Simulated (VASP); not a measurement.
# Zr (P6_3/mmc) in VASP: notebook

Zr is run at these levels: r2SCAN; tasks: single point.

Everything below comes from runs of VASP 6.6.1. Logs are shortened: lines on timing, memory, paths and dates and some standing lists are left out, and cuts for length are marked.

## (1) The cell of the first run

The structure is hexagonal, space group P6_3/mmc (No. 194). Conventional cell: a = 3.138 Å, b = 3.138 Å, c = 5.034 Å, α = 90.00°, β = 90.00°, γ = 120.00°. Zr (site symmetry -6m2) has 12 Zr at 3.10 to 3.14 Å within 4.1 Å.

## (2) Single point, r2SCAN

POSCAR reads:

```
Zr
1.0
    3.1376047908      0.0000000000      0.0000000000
   -1.5688023954      2.7172454558      0.0000000000
    0.0000000000      0.0000000000      5.0336330122
Zr
2
Direct
    0.6666666667      0.3333333333      0.7500000000
    0.3333333333      0.6666666667      0.2500000000
```

INCAR.step1 reads:

```
PREC = Accurate ; ENCUT = 520
ISMEAR = -1 ; SIGMA = 0.05
LREAL = False ; LASPH = True
NELM = 100 ; NBANDS = 19
GGA = PE ; ALGO = Normal
EDIFF = 1E-4 ; LWAVE = True
LCHARG = False
```

INCAR.step2 reads:

```
PREC = Accurate ; ENCUT = 520
EDIFF = 1E-6 ; ISMEAR = -1
SIGMA = 0.05 ; LREAL = False
LASPH = True ; NELM = 100
ALGO = Normal ; ISIF = 2
LWAVE = False ; LCHARG = False
METAGGA = R2SCAN ; LMIXTAU = True
NBANDS = 19 ; ISTART = 1
```

KPOINTS reads:

```
Automatic mesh
0
Gamma
  9 9 5
```

Potentials or basis: VASP PAW PBE potentials, release 64 (Zr_sv).

Started as:

```console
cat potpaw_PBE.64/Zr_sv/POTCAR > POTCAR
cp INCAR.step1 INCAR
mpirun -np 1 vasp_std > vasp.out
cp INCAR.step2 INCAR
mpirun -np 1 vasp_std > vasp.out
```

OUTCAR:

```text
PREC = Accurate
   ENCUT = 520
   EDIFF = 1E-6
   ISMEAR = -1
   LREAL = False
   LASPH = True
   NELM = 100
   ISIF = 2
   METAGGA = R2SCAN
   ISTART = 1

 ion  position               nearest neighbor table
   1  0.667  0.333  0.750-   2 3.10   2 3.10   2 3.10   2 3.10   2 3.10   2 3.10
   2  0.333  0.667  0.250-   1 3.10   1 3.10   1 3.10   1 3.10   1 3.10   1 3.10

  LATTYP: Found a hexagonal cell.
 ALAT       =     3.1376047908
 C/A-ratio  =     1.6042916007

  Lattice vectors:

 A1 = (   3.1376047908,   0.0000000000,   0.0000000000)
 A2 = (  -1.5688023954,   2.7172454558,   0.0000000000)
 A3 = (   0.0000000000,   0.0000000000,   5.0336330122)

Analysis of symmetry for initial positions (statically):
=====================================================================
 Subroutine PRICEL returns:
 Original cell was already a primitive cell.

 Routine SETGRP: Setting up the symmetry group for a
 hexagonal supercell.

 Subroutine GETGRP returns: Found 24 space group operations
 (whereof 12 operations were pure point group operations)
 out of a pool of 24 trial point group operations.

The static configuration has the point symmetry D_3d.
 The point group associated with its full space group is D_6h.

Analysis of symmetry for dynamics (positions and initial velocities):
=====================================================================
 Subroutine PRICEL returns:
 Original cell was already a primitive cell.

 Routine SETGRP: Setting up the symmetry group for a
 hexagonal supercell.

 Subroutine GETGRP returns: Found 24 space group operations
 (whereof 12 operations were pure point group operations)
 out of a pool of 24 trial point group operations.

The dynamic configuration has the point symmetry D_3d.
 The point group associated with its full space group is D_6h.

 Subroutine INISYM returns: Found 24 space group operations
 (whereof 12 operations are pure point group operations),
 and found     1 'primitive' translations

----------------------------------------------------------------------------------------

                                     Primitive cell

  volume of cell :      42.9150

  direct lattice vectors                    reciprocal lattice vectors
     3.137604791  0.000000000  0.000000000     0.318714455  0.184009876  0.000000000
    -1.568802395  2.717245456  0.000000000     0.000000000  0.368019752  0.000000000
     0.000000000  0.000000000  5.033633012     0.000000000  0.000000000  0.198663668

  length of vectors
     3.137604791  3.137604791  5.033633012     0.368019752  0.368019752  0.198663668

  position of ions in fractional coordinates (direct lattice)
     0.666666667  0.333333333  0.750000000
     0.333333333  0.666666667  0.250000000

  ion indices of the primitive-cell ions
   primitive index   ion index
                 1           1
                 2           2

----------------------------------------------------------------------------------------

 KPOINTS: Automatic mesh

Automatic generation of k-mesh.
 Grid dimensions read from file:
 generate k-points for:    9    9    5

 Generating k-lattice:

  Cartesian coordinates                     Fractional coordinates (reciprocal lattice)
     0.035412717  0.020445542  0.000000000     0.111111111  0.000000000  0.000000000
     0.000000000  0.040891084  0.000000000     0.000000000  0.111111111  0.000000000
     0.000000000  0.000000000  0.039732734     0.000000000  0.000000000  0.200000000

  Length of vectors
     0.040891084  0.040891084  0.039732734

  Shift w.r.t. Gamma in fractional coordinates (k-lattice)
     0.000000000  0.000000000  0.000000000

 Subroutine IBZKPT returns following result:
 ===========================================

 Found     36 irreducible k-points:

 Following reciprocal coordinates:
            Coordinates               Weight
  0.000000  0.000000  0.000000      1.000000
  0.111111  0.000000  0.000000      6.000000
  0.222222 -0.000000  0.000000      6.000000
  0.333333  0.000000  0.000000      6.000000
  0.444444 -0.000000  0.000000      6.000000
  0.111111  0.111111  0.000000      6.000000
[... 16 lines left out ...]
  0.333333  0.222222  0.200000     24.000000
  0.333333  0.333333  0.200000      4.000000
 [... further k-points ...]
   k-points           NKPTS =     36   k-points in BZ     NKDIM =     36   number of bands    NBANDS=     19
   number of dos      NEDOS =    301   number of ions     NIONS =      2
   total plane-waves  NPLWV =  23040
   dimension x,y,z NGX =    24 NGY =   24 NGZ =   40
   dimension x,y,z NGXF=    48 NGYF=   48 NGZF=   80
   ions per type =               2
   NGX,Y,Z   is equivalent  to a cutoff of  12.72, 12.72, 13.21 a.u.
   NGXF,Y,Z  is equivalent  to a cutoff of  25.43, 25.43, 26.42 a.u.
 SYSTEM =  unknown system
   PREC   = accura    normal or accurate (medium, high low for compatibility)
   ISTART =      1    job   : 0-new  1-cont  2-samecut
   ICHARG =      0    charge: 1-file 2-atom 10-const
   ISPIN  =      1    spin polarized calculation?
   LNONCOLLINEAR =      F non collinear calculations
   LSORBIT =      F    spin-orbit coupling
   LASPH  =      T    aspherical Exc in radial PAW
   ENCUT  =  520.0 eV  38.22 Ry    6.18 a.u.   5.83  5.83  9.36*2*pi/ulx,y,z
   NELM   =    100;   NELMIN=  2; NELMDL=  0     # of ELM steps
   EDIFF  = 0.1E-05   stopping-criterion for ELM
   LREAL  =      F    real-space projection
   EDIFFG = 0.1E-04   stopping-criterion for IOM
   NSW    =      0    number of steps for IOM
   IBRION =     -1    ionic relax: 0-MD 1-quasi-New 2-CG
   NFREE  =      0    steps in history (QN), initial steepest desc. (CG)
   ISIF   =      2    stress and relaxation
   ISYM   =      2    0-nonsym 1-usesym 2-fastsym
   POTIM  = 0.5000    time-step for ionic-motion
   TEBEG  =    0.0;   TEEND  =   0.0 temperature during run
   PSTRESS=    0.0 pullay stress
   NELECT =      24.0000    total number of electrons
   NUPDOWN=      -1.0000    fix difference up-down
   EMIN   =  10.00;   EMAX   =-10.00  energy-range for DOS
   EFERMI =   0.00;   METHOD = LEGACY
   ISMEAR =    -1;   SIGMA  =   0.05  broadening in eV -4-tet -1-fermi 0-gaus
   EFERMI_NEDOS =   21; number of points for ismear=-14 and -15
   IALGO  =     38    algorithm
   IMIX   =      4    mixing-type and parameters
     AMIX     =   0.40;   BMIX     =  1.00
     AMIX_MAG =   1.60;   BMIX_MAG =  1.00
  volume/ion in A,a.u.               =      21.46       144.80
  Fermi-wavevector in a.u.,A,eV,Ry     =   1.348784  2.548832 24.751962  1.819218
  Thomas-Fermi vector in A             =   2.476424
   LORBIT       =      0    0 simple, 1 ext, 2 COOP (PROOUT), +10 PAW based schemes
   METAGGA = R2SCAN    functional components
   LHFCALC =     F    Hartree Fock is set to
   AEXX    =    0.0000 exact exchange contribution
   IVDW    =     0    specifies the selected vdW correction
   LEPSILON=     F    determine dielectric tensor
   LRPA    =     F    only Hartree local field effects (RPA)
 non-spin polarized calculation
  energy-cutoff  :      520.00
  volume of cell :       42.91
 maximum number of plane-waves:      1170
 NGX is ok and might be reduce to    24
   NGX = 11   NGY = 11   NGZ = 19

 number of electron      23.9999999 magnetization

 Free energy of the ion-electron system (eV)
  ---------------------------------------------------
  ext. energy  EPLUGINS =         0.00000000
  ---------------------------------------------------
  free energy    TOTEN  =       -45.39413147 eV

  energy without entropy =      -45.38080169  energy(sigma->0) =      -45.38746658

 E-fermi :   9.9916     XC(G=0): -12.3663

 val. band max:        9.9756353206   @ k =   0.3333   0.3333   0.4000
 cond. band min:      10.0303757125   @ k =   0.2222   0.2222   0.4000
 fundamental gap:      0.0547403919
 Fermi energy:         9.9915754551

 k-point     1 :       0.0000    0.0000    0.0000
  band No.  band energies     occupation
      1     -40.4187      2.00000
      2     -40.1922      2.00000
      3     -18.4358      2.00000
      4     -17.2561      2.00000
      5     -17.2561      2.00000
      6     -17.0873      2.00000
[... 11 lines left out ...]
     18      12.5910      0.00000
     19      15.1087      0.00000

 k-point     2 :       0.1111    0.0000    0.0000
  band No.  band energies     occupation
      1     -40.3977      2.00000
      2     -40.1830      2.00000
      3     -18.3848      2.00000
      4     -17.3723      2.00000
      5     -17.2930      2.00000
      6     -17.1980      2.00000
[... 11 lines left out ...]
     18      12.2491      0.00000
     19      15.3598      0.00000

 k-point     3 :       0.2222   -0.0000    0.0000
  band No.  band energies     occupation
      1     -40.3422      2.00000
      2     -40.1614      2.00000
      3     -18.2441      2.00000
      4     -17.6654      2.00000
      5     -17.4838      2.00000
      6     -17.3809      2.00000
[... 11 lines left out ...]
     18      13.1203      0.00000
     19      15.7607      0.00000

 k-point     4 :       0.3333    0.0000    0.0000
  band No.  band energies     occupation
      1     -40.2730      2.00000
      2     -40.1421      2.00000
      3     -18.0503      2.00000
      4     -17.9944      2.00000
      5     -17.7866      2.00000
      6     -17.4747      2.00000
[... 11 lines left out ...]
     18      14.5214      0.00000
     19      16.0145      0.00000

 k-point     5 :       0.4444   -0.0000    0.0000
  band No.  band energies     occupation
      1     -40.2198      2.00000
      2     -40.1370      2.00000
      3     -18.2051      2.00000
      4     -17.9747      2.00000
      5     -17.8766      2.00000
      6     -17.5335      2.00000
[... 11 lines left out ...]
     18      16.0119      0.00000
     19      16.1148      0.00000
[... 334 lines left out ...]
      2     -40.1444      2.00000
      3     -18.2648      2.00000
      4     -18.0711      2.00000
      5     -17.7217      2.00000
      6     -17.5441      2.00000
[... 11 lines left out ...]
     18      15.8729      0.00000
     19      16.8352      0.00000

 k-point    22 :       0.2222    0.2222    0.2000
  band No.  band energies     occupation
      1     -40.2293      2.00000
      2     -40.1468      2.00000
      3     -18.0978      2.00000
      4     -17.9993      2.00000
      5     -17.6909      2.00000
      6     -17.6133      2.00000
[... 11 lines left out ...]
     18      15.3638      0.00000
     19      16.4563      0.00000

 k-point    23 :       0.3333    0.2222    0.2000
  band No.  band energies     occupation
      1     -40.1864      2.00000
      2     -40.1448      2.00000
      3     -18.1407      2.00000
      4     -18.0218      2.00000
      5     -17.7971      2.00000
      6     -17.5935      2.00000
[... 11 lines left out ...]
     18      15.7963      0.00000
     19      17.5361      0.00000

 k-point    24 :       0.3333    0.3333    0.2000
  band No.  band energies     occupation
      1     -40.1578      2.00000
      2     -40.1578      2.00000
      3     -17.9975      2.00000
      4     -17.9860      2.00000
      5     -17.9860      2.00000
      6     -17.6507      2.00000
[... 11 lines left out ...]
     18      15.0117      0.00000
     19      17.8612      0.00000

 [... further k-points ...]

------------------------ aborting loop because EDIFF is reached ----------------------------------------

  FORCE on cell =-STRESS in cart. coord.  units (eV):
  Direction    XX          YY          ZZ          XY          YZ          ZX
  --------------------------------------------------------------------------------------
  -------------------------------------------------------------------------------------
  Total        2.6807972      2.6807972      2.6837379      0.0000000      0.0000000      0.0000000
  in kB      100.0842834    100.0842834    100.1940693      0.0000000      0.0000000      0.0000000
  external PRESSURE =     100.1208787 kB  Pullay stress =       0.0000000 kB

 VOLUME and BASIS-vectors are now :
 -----------------------------------------------------------------------------
  energy-cutoff  :      520.00
  volume of cell :       42.91
      direct lattice vectors                 reciprocal lattice vectors
     3.137604791  0.000000000  0.000000000     0.318714455  0.184009876  0.000000000
    -1.568802395  2.717245456  0.000000000     0.000000000  0.368019752  0.000000000
     0.000000000  0.000000000  5.033633012     0.000000000  0.000000000  0.198663668

 POSITION                                       TOTAL-FORCE (eV/Angst)
 -----------------------------------------------------------------------------------
      1.56880      0.90575      3.77522        -0.000000      0.000000      0.000000
     -0.00000      1.81150      1.25841         0.000000     -0.000000      0.000000
 -----------------------------------------------------------------------------------
    total drift:                               -0.000000      0.000000     -0.000000

  FREE ENERGIE OF THE ION-ELECTRON SYSTEM (eV)
  ---------------------------------------------------
  free  energy   TOTEN  =       -45.3941314706 eV

  energy  without entropy=      -45.3808016946  energy(sigma->0) =      -45.38746658
```

Wall time 55 s (1 thread of Intel Xeon Platinum 8488C (Sapphire Rapids), shared host); peak memory 0.17 GiB.

What came out:

```
Free energy            : -45.3941 eV
Pressure               : 10.0 GPa
Band gap on the k mesh : zero (bands 12 and 13 overlap by 1.29 eV)
```

Caveat: the cell stands under pressure; the PAW data sets were made with another functional, which shifts forces and pressure a little.

## (3) Single point, r2SCAN

This run uses another cell than the first one, of 22.38 Å³/atom.

POSCAR reads:

```
Zr
1.0
    3.1851908634      0.0000000000      0.0000000000
   -1.5925954317      2.7584562036      0.0000000000
    0.0000000000      0.0000000000      5.0954299501
Zr
2
Direct
    0.6666666667      0.3333333333      0.7500000000
    0.3333333333      0.6666666667      0.2500000000
```

INCAR.step1 reads:

```
SYSTEM = Zr
ALGO = Normal
EDIFF = 1E-4
ENCUT = 520
GGA = PE
ISMEAR = -1
LASPH = .TRUE.
LCHARG = .FALSE.
LREAL = .FALSE.
LWAVE = .TRUE.
NBANDS = 19
NELM = 80
PREC = Accurate
SIGMA = 0.05
```

INCAR.step2 reads:

```
SYSTEM = Zr
ALGO = Normal
EDIFF = 1E-6
ENCUT = 520
ISIF = 2
ISMEAR = -1
ISTART = 1
LASPH = .TRUE.
LCHARG = .FALSE.
LMIXTAU = .TRUE.
LREAL = .FALSE.
LWAVE = .FALSE.
METAGGA = R2SCAN
NBANDS = 19
NELM = 80
PREC = Accurate
SIGMA = 0.05
```

KPOINTS reads:

```
k-points
0
G
  9 9 5
  0 0 0
```

Potentials or basis: VASP PAW PBE potentials, release 64 (Zr_sv).

Started as:

```console
cat potpaw_PBE.64/Zr_sv/POTCAR > POTCAR
cp INCAR.step1 INCAR
mpirun -np 1 vasp_std > vasp.out
cp INCAR.step2 INCAR
mpirun -np 1 vasp_std > vasp.out
```

Wall time 53 s (1 thread of Intel Xeon Platinum 8488C (Sapphire Rapids), shared host); peak memory 0.17 GiB.

The run converged. Its results:

| Property | Result |
| --- | --- |
| Free energy | -45.4805 eV |
| Pressure | 5.0 GPa |
| Band gap on the k mesh | zero (bands 12 and 13 overlap by 1.31 eV) |

Levels at points of the mesh, in eV from the Fermi level:
```
           k point  band 10  band 11  band 12  band 13  band 14  band 15
(0.00, 0.00, 0.00)    -3.33     0.98     0.98     1.10     1.15     1.75
```

Caveat: the cell stands under pressure; the PAW data sets were made with another functional, which shifts forces and pressure a little.
